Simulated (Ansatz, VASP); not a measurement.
## Two plane-wave programs on W

```xyz
2
Lattice="2.8194 0.0000 0.0000 -1.4097 2.4417 0.0000 0.0000 0.0000 4.6041" Properties=species:S:1:pos:R:3 pbc="T T T"
W     0.0000    1.6278    1.1510
W     1.4097    0.8139    3.4531
```

Alike in both runs: task relaxation of cell and atoms; functional LDA; k mesh 13 × 13 × 7; occupations fermi-dirac, width 0.1 eV; no spin polarisation.

|  | VASP | Ansatz |
| --- | --- | --- |
| version | VASP 6.6.1 | Ansatz 0.2.0 |
| potentials or method | VASP PAW LDA potentials, release 64 (W_sv), cutoff 600 eV | plane waves (420 eV) with PAW, scalar-relativistic |
| valence electrons in the cell | 28 | 28 |

Ansatz gave:

```
relaxed volume (Å³/atom)                                     : 15.75
relaxed cell length with the largest relative difference (Å) : 2.737
```

**Question.** Estimate VASP's values.

**Answer.** Relaxed volume (Å³/atom): 15.85; relaxed cell length with the largest relative difference (Å): 2.743.

Ansatz warns that its potentials were made for another functional, while VASP's fit it. LDA's correlation is that of Perdew and Zunger in VASP and of Perdew and Wang (1992) in Ansatz.

Spin-orbit coupling is off throughout.
